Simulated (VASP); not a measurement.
# SiNi (Pnma) in VASP: single point with PBE

Aim: the single point of SiNi with PBE.

Everything below comes from runs of VASP 6.6.1. Logs are shortened: lines on timing, memory, paths and dates and some standing lists are left out, and cuts for length are marked.

## Step 1: The cell of the first run

The structure is orthorhombic, space group Pnma (No. 62). Conventional cell: a = 5.150 Å, b = 3.381 Å, c = 5.615 Å, α = 90.00°, β = 90.00°, γ = 90.00°. Si (site symmetry m) has 6 Ni at 2.29 to 2.41 Å and 2 Si at 2.68 Å within 3.0 Å. Ni (site symmetry m) has 6 Si at 2.29 to 2.41 Å and 4 Ni at 2.67 to 2.71 Å within 3.0 Å.

## Step 2: Single point, PBE

File INCAR:

```
PREC = Accurate ; ENCUT = 520
EDIFF = 1E-7 ; ISMEAR = 0
SIGMA = 0.1 ; LREAL = False
LASPH = True ; NELM = 100
ALGO = Normal ; ISIF = 2
LWAVE = False ; LCHARG = True
GGA = PE ; LELF = True
LVHAR = True ; NBANDS = 38
```

File KPOINTS:

```
regular mesh
0
Gamma
  8 12 8
```

File POSCAR:

```
SiNi
1.0
    5.1500948426      0.0000000000      0.0000000000
    0.0000000000      3.3810476303      0.0000000000
    0.0000000000      0.0000000000      5.6150649531
Si Ni
4 4
Direct
    0.3210018884      0.7500000000      0.0846545493
    0.1789981116      0.2500000000      0.5846545493
    0.8210018884      0.7500000000      0.4153454507
    0.6789981116      0.2500000000      0.9153454507
    0.0081706814      0.2500000000      0.1886036220
    0.4918293186      0.7500000000      0.6886036220
    0.5081706814      0.2500000000      0.3113963780
    0.9918293186      0.7500000000      0.8113963780
```

Potentials or basis: VASP PAW PBE potentials, release 64 (Si, Ni).

Started as:

```sh
$ cat potpaw_PBE.64/Si/POTCAR potpaw_PBE.64/Ni/POTCAR > POTCAR
$ mpirun -np 1 vasp_std > vasp.out
```

OUTCAR:

```text
PREC = Accurate
   ENCUT = 520
   EDIFF = 1E-7
   ISMEAR = 0
   LREAL = False
   LASPH = True
   NELM = 100
   ISIF = 2
   GGA = PE

 ion  position               nearest neighbor table
   1  0.321  0.750  0.085-   8 2.29   7 2.33   7 2.33   6 2.39   5 2.41   5 2.41   4 2.68   4 2.68

   2  0.179  0.250  0.585-   7 2.29   8 2.33   8 2.33   5 2.39   6 2.41   6 2.41   3 2.68   3 2.68

   3  0.821  0.750  0.415-   6 2.29   5 2.33   5 2.33   8 2.39   7 2.41   7 2.41   2 2.68   2 2.68

   4  0.679  0.250  0.915-   5 2.29   6 2.33   6 2.33   7 2.39   8 2.41   8 2.41   1 2.68   1 2.68

   5  0.008  0.250  0.189-   4 2.29   3 2.33   3 2.33   2 2.39   1 2.41   1 2.41   7 2.67   7 2.67
                             8 2.71   8 2.71
   6  0.492  0.750  0.689-   3 2.29   4 2.33   4 2.33   1 2.39   2 2.41   2 2.41   8 2.67   8 2.67
                             7 2.71   7 2.71
   7  0.508  0.250  0.311-   2 2.29   1 2.33   1 2.33   4 2.39   3 2.41   3 2.41   5 2.67   5 2.67
                             6 2.71   6 2.71
   8  0.992  0.750  0.811-   1 2.29   2 2.33   2 2.33   3 2.39   4 2.41   4 2.41   6 2.67   6 2.67
                             5 2.71   5 2.71

  LATTYP: Found a simple orthorhombic cell.
 ALAT       =     3.3810476303
 B/A-ratio  =     1.5232245759
 C/A-ratio  =     1.6607470722

  Lattice vectors:

 A1 = (   0.0000000000,  -3.3810476303,   0.0000000000)
 A2 = (   5.1500948426,   0.0000000000,   0.0000000000)
 A3 = (   0.0000000000,   0.0000000000,   5.6150649531)

Analysis of symmetry for initial positions (statically):
=====================================================================
 Subroutine PRICEL returns:
 Original cell was already a primitive cell.

 Routine SETGRP: Setting up the symmetry group for a
 simple orthorhombic supercell.

 Subroutine GETGRP returns: Found  8 space group operations
 (whereof  2 operations were pure point group operations)
 out of a pool of  8 trial point group operations.

The static configuration has the point symmetry S_2 .
 The point group associated with its full space group is D_2h.

Analysis of symmetry for dynamics (positions and initial velocities):
=====================================================================
 Subroutine PRICEL returns:
 Original cell was already a primitive cell.

 Routine SETGRP: Setting up the symmetry group for a
 simple orthorhombic supercell.
[... 116 lines left out ...]
   ENCUT  =  520.0 eV  38.22 Ry    6.18 a.u.   9.58  6.29 10.44*2*pi/ulx,y,z
   NELM   =    100;   NELMIN=  2; NELMDL= -5     # of ELM steps
   EDIFF  = 0.1E-06   stopping-criterion for ELM
   LREAL  =      F    real-space projection
   EDIFFG = 0.1E-05   stopping-criterion for IOM
   NSW    =      0    number of steps for IOM
   IBRION =     -1    ionic relax: 0-MD 1-quasi-New 2-CG
   NFREE  =      0    steps in history (QN), initial steepest desc. (CG)
   ISIF   =      2    stress and relaxation
   ISYM   =      2    0-nonsym 1-usesym 2-fastsym
   POTIM  = 0.5000    time-step for ionic-motion
   TEBEG  =    0.0;   TEEND  =   0.0 temperature during run
   PSTRESS=    0.0 pullay stress
   NELECT =      56.0000    total number of electrons
   NUPDOWN=      -1.0000    fix difference up-down
   EMIN   =  10.00;   EMAX   =-10.00  energy-range for DOS
   EFERMI =   0.00;   METHOD = LEGACY
   ISMEAR =     0;   SIGMA  =   0.10  broadening in eV -4-tet -1-fermi 0-gaus
   EFERMI_NEDOS =   21; number of points for ismear=-14 and -15
   IALGO  =     38    algorithm
   IMIX   =      4    mixing-type and parameters
     AMIX     =   0.40;   BMIX     =  1.00
     AMIX_MAG =   1.60;   BMIX_MAG =  1.00
  volume/ion in A,a.u.               =      12.22        82.48
  Fermi-wavevector in a.u.,A,eV,Ry     =   1.359556  2.569188 25.148904  1.848392
  Thomas-Fermi vector in A             =   2.486294
   LORBIT       =      0    0 simple, 1 ext, 2 COOP (PROOUT), +10 PAW based schemes
   GGA     = PE    functional components
   LHFCALC =     F    Hartree Fock is set to
   AEXX    =    0.0000 exact exchange contribution
   IVDW    =     0    specifies the selected vdW correction
   LEPSILON=     F    determine dielectric tensor
   LRPA    =     F    only Hartree local field effects (RPA)
 non-spin polarized calculation
 Gauss-broadening in eV      SIGMA  =   0.10
  energy-cutoff  :      520.00
  volume of cell :       97.77
 maximum number of plane-waves:      2664
 NGX is ok and might be reduce to    40
   NGX = 19   NGY = 13   NGZ = 21

 number of electron      55.9999986 magnetization

 Free energy of the ion-electron system (eV)
  ---------------------------------------------------
  ext. energy  EPLUGINS =         0.00000000
  ---------------------------------------------------
  free energy    TOTEN  =       -47.60506399 eV

  energy without entropy =      -47.59544637  energy(sigma->0) =      -47.60025518

 E-fermi :  10.2986     XC(G=0): -12.1672

 val. band max:       10.2747761371   @ k =   0.0000   0.4167   0.2500
 cond. band min:      10.3087863361   @ k =   0.2500   0.4167   0.2500
 fundamental gap:      0.0340101990
 Fermi energy:        10.2985946681

 k-point     1 :       0.0000    0.0000    0.0000
  band No.  band energies     occupation
      1      -2.6168      2.00000
      2       0.7249      2.00000
      3       1.9786      2.00000
      4       2.5740      2.00000
      5       3.8639      2.00000
      6       4.3388      2.00000
[... 973 lines left out ...]
     37      16.0757      0.00000
     38      17.0049      0.00000

 [... further k-points ...]
[... 5 lines left out ...]
  --------------------------------------------------------------------------------------
  -------------------------------------------------------------------------------------
  Total        0.0441780     -0.0271180      0.0259306      0.0000000      0.0000000      0.0000000
  in kB        0.7239287     -0.4443727      0.4249143      0.0000000      0.0000000      0.0000000
  external PRESSURE =       0.2348234 kB  Pullay stress =       0.0000000 kB

 VOLUME and BASIS-vectors are now :
 -----------------------------------------------------------------------------
  energy-cutoff  :      520.00
  volume of cell :       97.77
      direct lattice vectors                 reciprocal lattice vectors
     5.150094843  0.000000000  0.000000000     0.194171181  0.000000000  0.000000000
     0.000000000  3.381047630  0.000000000     0.000000000  0.295766315  0.000000000
     0.000000000  0.000000000  5.615064953     0.000000000  0.000000000  0.178092330

 POSITION                                       TOTAL-FORCE (eV/Angst)
 -----------------------------------------------------------------------------------
      1.65319      2.53579      0.47534         0.000337      0.000000     -0.002452
      0.92186      0.84526      3.28287        -0.000337      0.000000     -0.002452
      4.22824      2.53579      2.33219         0.000337      0.000000      0.002452
      3.49690      0.84526      5.13972        -0.000337      0.000000      0.002452
      0.04208      0.84526      1.05902         0.014966      0.000000     -0.001108
      2.53297      2.53579      3.86655        -0.014966      0.000000     -0.001108
      2.61713      0.84526      1.74851         0.014966      0.000000      0.001108
      5.10802      2.53579      4.55604        -0.014966     -0.000000      0.001108
 -----------------------------------------------------------------------------------
    total drift:                               -0.000000      0.000000      0.000000

  FREE ENERGIE OF THE ION-ELECTRON SYSTEM (eV)
  ---------------------------------------------------
  free  energy   TOTEN  =       -47.6050639921 eV

  energy  without entropy=      -47.5954463673  energy(sigma->0) =      -47.60025518
```

Wall time 11 min (1 thread of Intel Xeon 6975P-C, shared host); peak memory 0.57 GiB.

What came out:

```
Free energy            : -47.6051 eV
Pressure               : 0.0 GPa
Largest force          : 0.015 eV/Å
Band gap on the k mesh : zero (band 28 reaches 11.35 eV, above the bottom of band 29 at 9.55 eV)
```

Forces on the atoms (eV/Å):
```
Si   0.000  0.000 -0.002
Si   0.000  0.000 -0.002
Si   0.000  0.000  0.002
Si   0.000  0.000  0.002
Ni   0.015  0.000 -0.001
Ni  -0.015  0.000 -0.001
Ni   0.015  0.000  0.001
Ni  -0.015  0.000  0.001
```

Stress tensor (GPa, compression positive):
```
 0.07  0.00  0.00
 0.00 -0.04  0.00
 0.00  0.00  0.04
```

Spin polarisation is off, so any magnetic state and its effect on volume and gap are missing.
